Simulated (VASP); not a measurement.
Here is a VASP 6.6.1 calculation.

Contents of INCAR:

```
PREC = Accurate
ENCUT = 500
EDIFF = 1E-6
ISMEAR = 0
SIGMA = 0.2
LREAL = F
LASPH = T
NELM = 200
ALGO = Normal
ISIF = 2
LWAVE = F
LCHARG = T
GGA = PE
LELF = T
LVHAR = T
NBANDS = 54
GGA_COMPAT = F
LMAXMIX = 6
```

File KPOINTS:

```
regular mesh
0
Gamma
  6 4 2
```

File POSCAR:

```
Nd3Au
1.0
    1.9466681028     -3.3717280595      0.0000000000
   -5.8400043084     -3.3717280596      0.0000000000
    0.0000000000      0.0000000000    -10.0613353100
Nd Au
6 2
Direct
    0.5000000000      0.5000000000      0.0000000000
    0.0000000000      0.0000000000      0.0000000000
    1.0000000000      0.6666666667      0.2958208259
    0.5000000000      0.1666666667      0.2958208259
    1.0000000000      0.6666666667      0.7041791741
    0.5000000000      0.1666666667      0.7041791741
    0.5000000000      0.5000000000      0.5000000000
    1.0000000000      0.0000000000      0.5000000000
```

Potentials or basis: VASP PAW PBE potentials, release 64 (Nd_3, Au), 4f in core.

Command:

```console
$ cat potpaw_PBE.64/Nd_3/POTCAR potpaw_PBE.64/Au/POTCAR > POTCAR
$ mpirun -np 1 vasp_std > vasp.out
```

**Question.** Estimate the largest force.

**Answer.** 0.031 eV/Å.

**Question.** Predict the pressure.

**Answer.** 0.2 GPa.

Stress tensor (GPa, compression positive):
```
0.22 0.05 0.00
0.05 0.16 0.00
0.00 0.00 0.31
```

Caveat: spin-orbit coupling is left out, which moves the levels of the heavy elements; the 4f electrons are frozen in the core, so they carry no moment and show no levels. Spin polarisation is off, so any magnetic state and its effect on volume and gap are missing.
